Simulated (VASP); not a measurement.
A run of VASP 6.6.1 is set up as follows.

The input INCAR:

```
PREC = Accurate
ENCUT = 520
EDIFF = 1E-6
ISMEAR = 0
SIGMA = 0.05
LREAL = F
LASPH = T
NELM = 80
ALGO = Normal
ISIF = 2
LWAVE = F
LCHARG = F
GGA = PE
NBANDS = 11
```

The input KPOINTS:

```
regular mesh
0
Gamma
  10 10 10
```

Contents of POSCAR:

```
BAs
1.0
    0.0000000000      2.4284552727      2.4044111611
    2.4044111611      0.0000000000      2.4044111611
    2.4044111611      2.4284552727      0.0000000000
B As
1 1
Direct
    0.0000000000      0.0000000000      0.0000000000
    0.7500000000      0.7500000000      0.7500000000
```

Potentials or basis: VASP PAW PBE potentials, release 64 (B, As).

The run is started by

```console
$ cat potpaw_PBE.64/B/POTCAR potpaw_PBE.64/As/POTCAR > POTCAR
$ mpirun -np 1 vasp_std > vasp.out
```

What does it give for the pressure?

-0.7 GPa.

Predict the band gap on the k mesh.

1.13 eV, indirect (least direct gap 3.19 eV).

Stress tensor (GPa, compression positive):
```
-0.01  0.00  0.00
 0.00 -2.03  0.00
 0.00  0.00 -0.01
```

Caveat: the cell differs from its parent crystal (strain +0.0100 x Voigt [0, 1, 0, 0, 0, 0]). A k mesh can miss the band edges.
